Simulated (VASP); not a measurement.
# Na3B (I4/mmm) in VASP: notebook, part 2 of 2

VASP 6.6.1. The steps go on from the part before.

### Step 3. Relaxation of cell and atoms, PBE

This run uses another cell than the first one, of 17.23 Å³/atom, 0.807 times its volume.

File INCAR:

```
SYSTEM = Na3B
  ALGO = Fast
  EDIFF = 1E-6
  EDIFFG = -0.04
  ENCUT = 600
  GGA = PE
  IBRION = 2
  ISIF = 3
  ISMEAR = 0
  LASPH = .TRUE.
  LCHARG = .FALSE.
  LREAL = .FALSE.
  LWAVE = .FALSE.
  NELM = 60
  NSW = 90
  PREC = Accurate
  SIGMA = 0.1
```

File KPOINTS:

```
k-points
0
G
  6 6 6
  0 0 0
```

File POSCAR:

```
Na3B
1.0
   -1.9757090549      1.9757090549      4.4132721747
    1.9757090549     -1.9757090549      4.4132721747
    1.9757090549      1.9757090549     -4.4132721747
Na B
3 1
Direct
    0.5000000000      0.5000000000      0.0000000000
    0.2500000000      0.7500000000      0.5000000000
    0.7500000000      0.2500000000      0.5000000000
    0.0000000000      0.0000000000      0.0000000000
```

Potentials or basis: VASP PAW PBE potentials, release 64 (Na_pv, B).

Command:

```console
$ cat potpaw_PBE.64/Na_pv/POTCAR potpaw_PBE.64/B/POTCAR > POTCAR
$ mpirun -np 1 vasp_std > vasp.out
```

OUTCAR:

```text
SYSTEM = Na3B
   EDIFF = 1E-6
   EDIFFG = -0.04
   ENCUT = 600
   GGA = PE
   IBRION = 2
   ISIF = 3
   ISMEAR = 0
   LASPH = .TRUE.
   LREAL = .FALSE.
   NELM = 60
   NSW = 90
   PREC = Accurate

 ion  position               nearest neighbor table
   1  0.500  0.500  0.000-
   2  0.250  0.750  0.500-
   3  0.750  0.250  0.500-
   4  0.000  0.000  0.000-

  LATTYP: Found a body centered tetragonal cell.
 ALAT       =     3.9514181098
 C/A-ratio  =     2.2337662338

  Lattice vectors:

 A1 = (  -1.9757090549,   1.9757090549,   4.4132721747)
 A2 = (   1.9757090549,  -1.9757090549,   4.4132721747)
 A3 = (   1.9757090549,   1.9757090549,  -4.4132721747)

Analysis of symmetry for initial positions (statically):
=====================================================================
 Subroutine PRICEL returns:
 Original cell was already a primitive cell.

 Routine SETGRP: Setting up the symmetry group for a
 body centered tetragonal supercell.

 Subroutine GETGRP returns: Found 16 space group operations
 (whereof 16 operations were pure point group operations)
[... 178 lines left out ...]
  -------------------------------------------------------------------------------------
  Total        3.2245944      3.2245944      1.8102152      0.0000000      0.0000000      0.0000000
  in kB       74.9754342     74.9754342     42.0895318      0.0000000      0.0000000      0.0000000
  external PRESSURE =      64.0134667 kB  Pullay stress =       0.0000000 kB
[... 253 lines left out ...]
--------------------------------------- Ionic step        8  -------------------------------------------

 number of electron      23.9999991 magnetization

 Free energy of the ion-electron system (eV)
  ---------------------------------------------------
  ext. energy  EPLUGINS =         0.00000000
  ---------------------------------------------------
  free energy    TOTEN  =        -7.30427631 eV

  energy without entropy =       -7.29015026  energy(sigma->0) =       -7.29721328

 E-fermi :   1.3622     XC(G=0):  -8.0219

 val. band max:        1.3462620851   @ k =  -0.3333  -0.3333   0.1667
 cond. band min:       1.3733830751   @ k =  -0.3333   0.3333   0.0000
 fundamental gap:      0.0271209899
 Fermi energy:         1.3621615044

 k-point     1 :       0.0000    0.0000    0.0000
  band No.  band energies     occupation
      1     -23.2868      2.00000
      2     -23.1782      2.00000
      3     -23.1782      2.00000
      4     -23.0245      2.00000
      5     -23.0245      2.00000
      6     -22.9355      2.00000
[... 433 lines left out ...]
      3     -23.1828      2.00000
      4     -23.0137      2.00000
      5     -23.0130      2.00000
      6     -22.9463      2.00000
[... 8 lines left out ...]
     15       4.3770      0.00000
     16       6.3845      0.00000

 [... further k-points ...]

------------------------ aborting loop because EDIFF is reached ----------------------------------------

  FORCE on cell =-STRESS in cart. coord.  units (eV):
  Direction    XX          YY          ZZ          XY          YZ          ZX
  --------------------------------------------------------------------------------------
  -------------------------------------------------------------------------------------
  Total        0.0538331      0.0538331     -0.0956925      0.0000000     -0.0000000      0.0000000
  in kB        1.0046475      1.0046475     -1.7858373      0.0000000     -0.0000000      0.0000000
  external PRESSURE =       0.0744859 kB  Pullay stress =       0.0000000 kB
[... 19 lines left out ...]
  FREE ENERGIE OF THE ION-ELECTRON SYSTEM (eV)
  ---------------------------------------------------
  free  energy   TOTEN  =        -7.3042763101 eV

  energy  without entropy=       -7.2901502568  energy(sigma->0) =       -7.29721328

 reached required accuracy - stopping structural energy minimisation
```

It took 4.2 min on 1 thread of Intel Xeon Platinum 8488C (Sapphire Rapids), shared host; peak memory 0.27 GiB.

Results:

* Free energy: -7.3043 eV
* Relaxed volume: 21.46 Å³/atom
* Relaxed cell: a = 5.345 Å, b = 5.345 Å, c = 5.345 Å, α = 130.68°, β = 130.68°, γ = 72.33°
* Space group after relaxing (to 0.05 Å): I4/mmm (No. 139)
* Energy gained by relaxing: 86.8 meV/atom
* Ionic steps: 8
* Pressure after relaxing: 0.0 GPa
* Band gap on the k mesh: zero (band 12 reaches 2.18 eV, above the bottom of band 13 at 0.52 eV)

Step by step:
```csv
step,energy change (eV),largest force (eV/Å),pressure (GPa),volume (Å³)
1,0.0000,0.0000,6.40,68.91
2,-0.2171,0.0000,3.15,76.00
3,-0.3168,0.0000,0.18,85.65
4,-0.3182,0.0000,-0.14,87.02
5,-0.3182,0.0000,-0.20,87.41
6,-0.3249,0.0000,-0.21,87.24
7,-0.3360,0.0000,-0.13,86.83
8,-0.3471,0.0000,0.01,85.85
```

Final structure:
```yaml
crystal:
  lattice:
    - [-2.23021, 2.23021, 4.31516]
    - [2.23021, -2.23021, 4.31516]
    - [2.23021, 2.23021, -4.31516]
  atoms:
    - { symbol: Na, position: [0.50000, 0.50000, 0.00000] }
    - { symbol: Na, position: [0.25000, 0.75000, 0.50000] }
    - { symbol: Na, position: [0.75000, 0.25000, 0.50000] }
    - { symbol: B, position: [0.00000, 0.00000, 0.00000] }
```

Caveat: the k points lie up to 0.33 Å⁻¹ apart in the final cell; the volume moved by over 15 % at a fixed basis, so the end points are rough.

### Step 4. Single point, PBE

This run uses another cell than the first one: it holds 8 atoms, not 4.

File INCAR:

```
SYSTEM = Na3B
ALGO = Fast
EDIFF = 1E-6
ENCUT = 520
GGA = PE
ISIF = 2
ISMEAR = 0
LASPH = .TRUE.
LCHARG = .FALSE.
LREAL = .FALSE.
LWAVE = .FALSE.
NBANDS = 34
NELM = 60
PREC = Accurate
SIGMA = 0.1
```

KPOINTS is that of step 3.

File POSCAR:

```
Na3B
1.0
    0.0000000000     -4.6489157692      0.0000000000
    2.3244578846     -2.3244578846     -3.9693138584
    6.9733736538     -2.3244578846      3.9693138584
Na B
6 2
Direct
    0.2500000000      0.2500000000      0.2500000000
    0.7500000000      0.7500000000      0.7500000000
    0.8750000000      0.8750000000      0.3750000000
    0.3750000000      0.3750000000      0.8750000000
    0.6250000000      0.6250000000      0.1250000000
    0.1250000000      0.1250000000      0.6250000000
    0.0000000000      1.0000000000      0.0000000000
    0.5000000000      0.5000000000      0.5000000000
```

Potentials or basis: VASP PAW PBE potentials, release 64 (Na_pv, B).

Command:

```console
$ cat potpaw_PBE.64/Na_pv/POTCAR potpaw_PBE.64/B/POTCAR > POTCAR
$ mpirun -np 1 vasp_std > vasp.out
```

OUTCAR:

```text
SYSTEM = Na3B
   EDIFF = 1E-6
   ENCUT = 520
   GGA = PE
   ISIF = 2
   ISMEAR = 0
   LASPH = .TRUE.
   LREAL = .FALSE.
   NELM = 60
   PREC = Accurate

 ion  position               nearest neighbor table
   1  0.250  0.250  0.250-
   2  0.750  0.750  0.750-
   3  0.875  0.875  0.375-
   4  0.375  0.375  0.875-
   5  0.625  0.625  0.125-
   6  0.125  0.125  0.625-
   7  0.000  0.000  0.000-
   8  0.500  0.500  0.500-
[... 1117 lines left out ...]
  -------------------------------------------------------------------------------------
  Total       -0.0577840      0.1555856      0.0143537      0.0000000      0.0000000     -0.0165712
  in kB       -0.5395968      1.4528848      0.1340372      0.0000000      0.0000000     -0.1547449
  external PRESSURE =       0.3491084 kB  Pullay stress =       0.0000000 kB

 VOLUME and BASIS-vectors are now :
 -----------------------------------------------------------------------------
  energy-cutoff  :      520.00
  volume of cell :      171.57
      direct lattice vectors                 reciprocal lattice vectors
     0.000000000 -4.648915769  0.000000000    -0.107551959 -0.215103919  0.062983178
     2.324457885 -2.324457885 -3.969313858     0.107551959  0.000000000 -0.188949533
     6.973373654 -2.324457885  3.969313858     0.107551959  0.000000000  0.062983178

 POSITION                                       TOTAL-FORCE (eV/Angst)
 -----------------------------------------------------------------------------------
      2.32446     -2.32446      0.00000        -0.000000      0.000000      0.000000
      6.97337     -6.97337      0.00000         0.000000      0.000000     -0.000000
      4.64892     -6.97337     -1.98466         0.002090     -0.000000     -0.003141
      6.97337     -4.64892      1.98466         0.002090     -0.000000     -0.003141
      2.32446     -4.64892     -1.98466        -0.002090      0.000000      0.003141
      4.64892     -2.32446      1.98466        -0.002090      0.000000      0.003141
      0.00000      0.00000      0.00000        -0.000000      0.000000      0.000000
      4.64892     -4.64892      0.00000         0.000000      0.000000      0.000000
 -----------------------------------------------------------------------------------
    total drift:                                0.000000     -0.000000      0.000000

  FREE ENERGIE OF THE ION-ELECTRON SYSTEM (eV)
  ---------------------------------------------------
  free  energy   TOTEN  =       -14.6319173303 eV

  energy  without entropy=      -14.6066039220  energy(sigma->0) =      -14.61926063
```

stdout:

```text
POSCAR found type information on POSCAR NaB
 POSCAR found :  2 types and       8 ions
 scaLAPACK will be used
 LDA part: xc-table for (Slater+PW92), standard interpolation
 POSCAR, INCAR and KPOINTS ok, starting setup
 FFT: planning ... GRIDC
 FFT: planning ... GRID_SOFT
 FFT: planning ... GRID
 WAVECAR not read
 entering main loop
WARNING in EDDRMM: call to ZHEGV failed, returncode =   8  4     34
```

Run time: 4.7 min. Hardware: 1 thread of Intel Xeon Platinum 8488C (Sapphire Rapids), shared host; peak memory 0.45 GiB.

What came out:

* Free energy: -14.6319 eV
* Pressure: 0.0 GPa
* Largest force: 0.004 eV/Å
* Band gap on the k mesh: zero (band 24 reaches 2.14 eV, above the bottom of band 25 at 0.87 eV)

Forces in eV/Å, atoms in the order of the input:
```
Na   0.000  0.000  0.000
Na   0.000  0.000  0.000
Na   0.002  0.000 -0.003
Na   0.002  0.000 -0.003
Na  -0.002  0.000  0.003
Na  -0.002  0.000  0.003
B    0.000  0.000  0.000
B    0.000  0.000  0.000
```

Stress tensor (GPa, compression positive):
```
-0.05  0.00 -0.02
 0.00  0.15  0.00
-0.02  0.00  0.01
```

Levels at points of the mesh, in eV from the Fermi level:
| k point | band 21 | band 22 | band 23 | band 24 | band 25 | band 26 | band 27 | band 28 |
| --- | --- | --- | --- | --- | --- | --- | --- | --- |
| (0.00, 0.00, 0.00) | -2.20 | 0.17 | 0.66 | 0.79 | 0.81 | 0.81 | 0.89 | 1.93 |
| (0.50, 0.00, 0.00) | -1.71 | -1.71 | -0.41 | -0.41 | -0.04 | -0.04 | 2.15 | 2.15 |
| (0.00, 0.50, 0.00) | -1.77 | -1.77 | -0.77 | -0.77 | 0.49 | 0.49 | 2.66 | 2.66 |
| (0.50, 0.50, 0.00) | -2.20 | -1.50 | -0.44 | -0.19 | 0.16 | 0.79 | 1.04 | 1.93 |
| (0.00, 0.00, 0.50) | -1.11 | -1.11 | 0.41 | 0.41 | 0.79 | 0.79 | 2.10 | 2.10 |
| (0.00, 0.50, 0.50) | -2.20 | -2.16 | 0.16 | 0.25 | 0.26 | 0.79 | 1.45 | 1.93 |

### Step 5. Overview

| task | cell | cutoff (eV) | gap on the mesh (eV) | pressure (GPa) |
| --- | --- | --- | --- | --- |
| single point | a = 5.043 Å, angles 123.5, 123.5, 84.0°, 4 atoms | 520 | none | 0.1 |
| relaxation of cell and atoms | relaxed from a = 5.223 Å, angles 135.6, 135.6, 64.7°, 4 atoms | 600 | none | 0.0 |
| single point | a = 4.649, b = 5.154, c = 8.354 Å, angles 82.2, 73.8, 63.2°, 8 atoms | 520 | none | 0.0 |

Alike in all rows: level PBE; potentials or basis VASP PAW PBE potentials, release 64 (Na_pv, B); no spin polarisation; k mesh 6 × 6 × 6; smearing gaussian 0.1 eV.

Caveats: some runs use coarse meshes; the volume moved by over 15 % at a fixed basis, so the end points are rough (some runs).

Absolute energies hang on the potentials; compare differences alone.
